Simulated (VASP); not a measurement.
# Si (I4/mmm) in VASP: single point with PBE+D3(BJ)

Aim: the single point of Si with PBE+D3(BJ).

Program: VASP 6.6.1. These are calculated values, not measurements. Logs are shortened: lines on timing, memory, paths and dates and some standing lists are left out, and cuts for length are marked.

**1. The cell of the first run**

It takes space group I4/mmm (No. 139, tetragonal). The conventional cell has a = 3.048 Å, b = 3.048 Å, c = 2.958 Å, α = 90.00°, β = 90.00°, γ = 90.00°. Si (site symmetry 4/mmm) has 14 Si at 2.61 to 3.05 Å within 3.4 Å.

**2. Single point, PBE+D3(BJ)**

Contents of INCAR:

```
  PREC = Accurate
  ENCUT = 520
  EDIFF = 1E-7
  ISMEAR = 0
  SIGMA = 0.15
  LREAL = F
  LASPH = T
  NELM = 80
  ALGO = Normal
  ISIF = 2
  LWAVE = F
  LCHARG = F
  GGA = PE
  IVDW = 12
  NBANDS = 8
```

Contents of KPOINTS:

```
regular mesh
0
Gamma
  32 32 32
```

Contents of POSCAR:

```
Si
1.0
   -1.5240659402      1.5240659402      1.4788243393
    1.5240659402     -1.5240659402      1.4788243393
    1.5240659402      1.5240659402     -1.4788243393
Si
1
Direct
    0.0000000000      0.0000000000      0.0000000000
```

Potentials or basis: VASP PAW PBE potentials, release 64 (Si).

Launch:

```sh
$ cat potpaw_PBE.64/Si/POTCAR > POTCAR
$ mpirun -np 1 vasp_std > vasp.out
```

OUTCAR:

```text
PREC = Accurate
   ENCUT = 520
   EDIFF = 1E-7
   ISMEAR = 0
   LREAL = F
   LASPH = T
   NELM = 80
   ISIF = 2
   GGA = PE
   IVDW = 12
 IVDW          = 12

 ion  position               nearest neighbor table
   1  0.000  0.000  0.000-

  LATTYP: Found a body centered tetragonal cell.
 ALAT       =     3.0481318804
 C/A-ratio  =     0.9703151946

  Lattice vectors:

 A1 = (  -1.5240659402,   1.5240659402,   1.4788243393)
 A2 = (   1.5240659402,  -1.5240659402,   1.4788243393)
 A3 = (   1.5240659402,   1.5240659402,  -1.4788243393)

Analysis of symmetry for initial positions (statically):
=====================================================================
 Subroutine PRICEL returns:
 Original cell was already a primitive cell.

 Routine SETGRP: Setting up the symmetry group for a
 body centered tetragonal supercell.

 Subroutine GETGRP returns: Found 16 space group operations
 (whereof 16 operations were pure point group operations)
 out of a pool of 16 trial point group operations.

The static configuration has the point symmetry D_4h.

Analysis of symmetry for dynamics (positions and initial velocities):
=====================================================================
 Subroutine PRICEL returns:
 Original cell was already a primitive cell.

 Routine SETGRP: Setting up the symmetry group for a
 body centered tetragonal supercell.

 Subroutine GETGRP returns: Found 16 space group operations
 (whereof 16 operations were pure point group operations)
 out of a pool of 16 trial point group operations.

The dynamic configuration has the point symmetry D_4h.

 Subroutine INISYM returns: Found 16 space group operations
 (whereof 16 operations are pure point group operations),
 and found     1 'primitive' translations

----------------------------------------------------------------------------------------

                                     Primitive cell

  volume of cell :      13.7399

  direct lattice vectors                    reciprocal lattice vectors
    -1.524065940  1.524065940  1.478824339     0.000000000  0.328069795  0.338106418
     1.524065940 -1.524065940  1.478824339     0.328069795  0.000000000  0.338106418
     1.524065940  1.524065940 -1.478824339     0.328069795  0.328069795  0.000000000

  length of vectors
     2.613900420  2.613900420  2.613900420     0.471111176  0.471111176  0.463960753

  position of ions in fractional coordinates (direct lattice)
     0.000000000  0.000000000  0.000000000

  ion indices of the primitive-cell ions
   primitive index   ion index
                 1           1

----------------------------------------------------------------------------------------

 KPOINTS: regular mesh

Automatic generation of k-mesh.
 Grid dimensions read from file:
 generate k-points for:   32   32   32

 Generating k-lattice:

  Cartesian coordinates                     Fractional coordinates (reciprocal lattice)
     0.000000000  0.010252181  0.010565826     0.031250000  0.000000000  0.000000000
     0.010252181  0.000000000  0.010565826     0.000000000  0.031250000  0.000000000
     0.010252181  0.010252181  0.000000000     0.000000000  0.000000000  0.031250000

  Length of vectors
     0.014722224  0.014722224  0.014498774

  Shift w.r.t. Gamma in fractional coordinates (k-lattice)
     0.000000000  0.000000000  0.000000000

 Subroutine IBZKPT returns following result:
 ===========================================

 Found   2393 irreducible k-points:

 Following reciprocal coordinates:
            Coordinates               Weight
  0.000000  0.000000  0.000000      1.000000
  0.031250  0.000000  0.000000      8.000000
  0.062500  0.000000  0.000000      8.000000
  0.093750 -0.000000  0.000000      8.000000
  0.125000  0.000000  0.000000      8.000000
  0.156250  0.000000  0.000000      8.000000
[... 16 lines left out ...]
  0.187500  0.031250  0.000000     16.000000
  0.218750  0.031250  0.000000     16.000000
 [... further k-points ...]
   k-points           NKPTS =   2393   k-points in BZ     NKDIM =   2393   number of bands    NBANDS=      8
   number of dos      NEDOS =    301   number of ions     NIONS =      1
   total plane-waves  NPLWV =   8000
   dimension x,y,z NGX =    20 NGY =   20 NGZ =   20
   dimension x,y,z NGXF=    40 NGYF=   40 NGZF=   40
   ions per type =               1
   NGX,Y,Z   is equivalent  to a cutoff of  12.72, 12.72, 12.72 a.u.
   NGXF,Y,Z  is equivalent  to a cutoff of  25.44, 25.44, 25.44 a.u.
 SYSTEM =  unknown system
   PREC   = accura    normal or accurate (medium, high low for compatibility)
   ISTART =      0    job   : 0-new  1-cont  2-samecut
   ICHARG =      2    charge: 1-file 2-atom 10-const
   ISPIN  =      1    spin polarized calculation?
   LNONCOLLINEAR =      F non collinear calculations
   LSORBIT =      F    spin-orbit coupling
   LASPH  =      T    aspherical Exc in radial PAW
   ENCUT  =  520.0 eV  38.22 Ry    6.18 a.u.   4.86  4.86  4.86*2*pi/ulx,y,z
   NELM   =     80;   NELMIN=  2; NELMDL= -5     # of ELM steps
   EDIFF  = 0.1E-06   stopping-criterion for ELM
   LREAL  =      F    real-space projection
   EDIFFG = 0.1E-05   stopping-criterion for IOM
   NSW    =      0    number of steps for IOM
   IBRION =     -1    ionic relax: 0-MD 1-quasi-New 2-CG
   NFREE  =      0    steps in history (QN), initial steepest desc. (CG)
   ISIF   =      2    stress and relaxation
   ISYM   =      2    0-nonsym 1-usesym 2-fastsym
   POTIM  = 0.5000    time-step for ionic-motion
   TEBEG  =    0.0;   TEEND  =   0.0 temperature during run
   PSTRESS=    0.0 pullay stress
   NELECT =       4.0000    total number of electrons
   NUPDOWN=      -1.0000    fix difference up-down
   EMIN   =  10.00;   EMAX   =-10.00  energy-range for DOS
   EFERMI =   0.00;   METHOD = LEGACY
   ISMEAR =     0;   SIGMA  =   0.15  broadening in eV -4-tet -1-fermi 0-gaus
   EFERMI_NEDOS =   21; number of points for ismear=-14 and -15
   IALGO  =     38    algorithm
   IMIX   =      4    mixing-type and parameters
     AMIX     =   0.40;   BMIX     =  1.00
     AMIX_MAG =   1.60;   BMIX_MAG =  1.00
  volume/ion in A,a.u.               =      13.74        92.72
  Fermi-wavevector in a.u.,A,eV,Ry     =   1.085009  2.050370 16.017393  1.177245
  Thomas-Fermi vector in A             =   2.221113
   LORBIT       =      0    0 simple, 1 ext, 2 COOP (PROOUT), +10 PAW based schemes
   GGA     = PE    functional components
   LHFCALC =     F    Hartree Fock is set to
   AEXX    =    0.0000 exact exchange contribution
   IVDW    =    12    specifies the selected vdW correction
   LEPSILON=     F    determine dielectric tensor
   LRPA    =     F    only Hartree local field effects (RPA)
 non-spin polarized calculation
 Gauss-broadening in eV      SIGMA  =   0.15
  energy-cutoff  :      520.00
  volume of cell :       13.74
 maximum number of plane-waves:       383
   NGX =  9   NGY =  9   NGZ =  9

 number of electron       4.0000000 magnetization

 Free energy of the ion-electron system (eV)
  ---------------------------------------------------
  ext. energy  EPLUGINS =         0.00000000
  ---------------------------------------------------
  free energy    TOTEN  =        -4.88888026 eV

  energy without entropy =       -4.88370825  energy(sigma->0) =       -4.88629426

 E-fermi :  10.7471     XC(G=0): -11.4061

 val. band max:       10.7465487855   @ k =  -0.2188  -0.2500   0.0625
 cond. band min:      10.7507597064   @ k =   0.2812   0.1875   0.1562
 fundamental gap:      0.0042109209
 Fermi energy:        10.7471340837

 k-point     1 :       0.0000    0.0000    0.0000
  band No.  band energies     occupation
      1      -4.0622      2.00000
      2      22.8575      0.00000
      3      22.8575      0.00000
      4      23.0723      0.00000
      5      23.1542      0.00000
      6      23.8294      0.00000
      7      23.8294      0.00000
      8      26.8954      0.00000

 k-point     2 :       0.0312    0.0000    0.0000
  band No.  band energies     occupation
      1      -4.0307      2.00000
      2      22.2297      0.00000
      3      22.4040      0.00000
      4      22.9550      0.00000
      5      23.3007      0.00000
      6      24.1627      0.00000
      7      24.2101      0.00000
      8      26.8153      0.00000

 k-point     3 :       0.0625    0.0000    0.0000
  band No.  band energies     occupation
      1      -3.9361      2.00000
      2      21.3902      0.00000
      3      21.4964      0.00000
      4      22.7395      0.00000
      5      23.0497      0.00000
      6      24.6145      0.00000
      7      24.9815      0.00000
      8      26.5651      0.00000

 k-point     4 :       0.0938   -0.0000    0.0000
  band No.  band energies     occupation
      1      -3.7785      2.00000
      2      20.1730      0.00000
      3      20.7999      0.00000
      4      22.4409      0.00000
      5      22.6077      0.00000
      6      24.6900      0.00000
      7      25.9256      0.00000
      8      26.4141      0.00000

 k-point     5 :       0.1250    0.0000    0.0000
  band No.  band energies     occupation
      1      -3.5581      2.00000
      2      18.8431      0.00000
      3      20.1511      0.00000
      4      22.0796      0.00000
      5      22.0887      0.00000
      6      24.3920      0.00000
      7      26.6054      0.00000
      8      26.9353      0.00000
[... 177 lines left out ...]
 k-point    22 :       0.1562    0.0312    0.0000
  band No.  band energies     occupation
      1      -3.0817      2.00000
      2      16.7480      0.00000
      3      19.1559      0.00000
      4      20.5670      0.00000
      5      22.1610      0.00000
      6      23.8022      0.00000
      7      26.6436      0.00000
      8      27.8770      0.00000

 k-point    23 :       0.1875    0.0312    0.0000
  band No.  band energies     occupation
      1      -2.7043      2.00000
      2      15.3502      0.00000
      3      18.6215      0.00000
      4      20.0831      0.00000
      5      21.7466      0.00000
      6      23.3461      0.00000
      7      26.9272      0.00000
      8      28.4006      0.00000

 k-point    24 :       0.2188    0.0312    0.0000
  band No.  band energies     occupation
      1      -2.2650      2.00000
      2      13.9668      0.00000
      3      18.1399      0.00000
      4      19.6279      0.00000
      5      21.3458      0.00000
      6      22.9201      0.00000
      7      27.2532      0.00000
      8      28.9423      0.00000

 [... further k-points ...]

------------------------ aborting loop because EDIFF is reached ----------------------------------------

 Edisp (eV)   -0.45143

 E8    (eV) :    -0.1843

  FORCE on cell =-STRESS in cart. coord.  units (eV):
  Direction    XX          YY          ZZ          XY          YZ          ZX
  --------------------------------------------------------------------------------------
  -------------------------------------------------------------------------------------
  Total       0.19232     0.19232    -0.07880     0.00000    -0.00000     0.00000
  in kB      22.42581    22.42581    -9.18907     0.00000    -0.00000     0.00000
  external pressure =       11.89 kB  Pullay stress =        0.00 kB

 VOLUME and BASIS-vectors are now :
 -----------------------------------------------------------------------------
  energy-cutoff  :      520.00
  volume of cell :       13.74
      direct lattice vectors                 reciprocal lattice vectors
    -1.524065940  1.524065940  1.478824339     0.000000000  0.328069795  0.338106418
     1.524065940 -1.524065940  1.478824339     0.328069795  0.000000000  0.338106418
     1.524065940  1.524065940 -1.478824339     0.328069795  0.328069795  0.000000000

 POSITION                                       TOTAL-FORCE (eV/Angst)
 -----------------------------------------------------------------------------------
      0.00000      0.00000      0.00000         0.000000      0.000000      0.000000
 -----------------------------------------------------------------------------------
    total drift:                                0.000000     -0.000000     -0.000000

  FREE ENERGIE OF THE ION-ELECTRON SYSTEM (eV)
  ---------------------------------------------------
  free  energy   TOTEN  =        -5.3403088379 eV

  energy  without entropy=       -5.3351368350  energy(sigma->0) =       -5.33772284
```

Run time: 4.7 min. Hardware: 1 thread of AMD EPYC 7R43 (Zen 3), shared host; peak memory 0.28 GiB.

What came out:

| Quantity | Value |
| --- | --- |
| Free energy | -5.3403 eV |
| Pressure | 1.2 GPa |
| Band gap on the k mesh | zero (band 2 reaches 22.86 eV, above the bottom of band 3 at 6.57 eV) |
| Dispersion energy per atom | -0.451 eV |

Caveat: pairwise dispersion overbinds metals, which lowers pressure and volume.
